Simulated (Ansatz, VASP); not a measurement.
## One calculation of Hf4Te, two programs

```
CELL_PARAMETERS angstrom
0.00000 5.19925 5.19925
5.19925 0.00000 5.19925
5.19925 5.19925 0.00000
ATOMIC_POSITIONS crystal
Hf 0.39923 0.39923 0.39923
Hf 0.39923 0.39923 0.80230
Hf 0.39923 0.80230 0.39923
Hf 0.85077 0.85077 0.44770
Hf 0.85077 0.85077 0.85077
Hf 0.80230 0.39923 0.39923
Hf 0.85077 0.44770 0.85077
Hf 0.44770 0.85077 0.85077
Te 0.00000 0.00000 0.00000
Te 0.25000 0.25000 0.25000
```

Change from the starting cell: species swapped into the Ba4Rh type (Fd-3m, No. 227).

Alike in both runs: functional PBE; k mesh 4 × 4 × 4; occupations gaussian, width 0.1 eV; no spin polarisation.

Ansatz relaxed the structure, and its values are those at the end. VASP's run is a single point on that final structure, the one shown.

```csv
,VASP,Ansatz
version,VASP 6.6.1,Ansatz 0.2.0
potentials or method,"VASP PAW PBE potentials, release 64 (Hf_pv, Te), cutoff 520 eV","scalar-relativistic, plane waves, PAW"
valence electrons in the cell,92,240
```

Ansatz gave:

- gap on the k mesh at the Fermi level (eV): none
- pressure (GPa): 0.1
- rms of the force components (eV/Å): 0.024

Task: What did VASP give for the same quantities?

Result: gap on the k mesh at the Fermi level (eV): none; pressure (GPa): -0.2; rms of the force components (eV/Å): 0.048.

A gap of «none» marks a metal or a gap that the smearing closes. VASP's potentials hold 92 valence electrons a cell and Ansatz's 240, so a difference there can come from the potentials and not from the codes.

Spin-orbit coupling is off throughout.
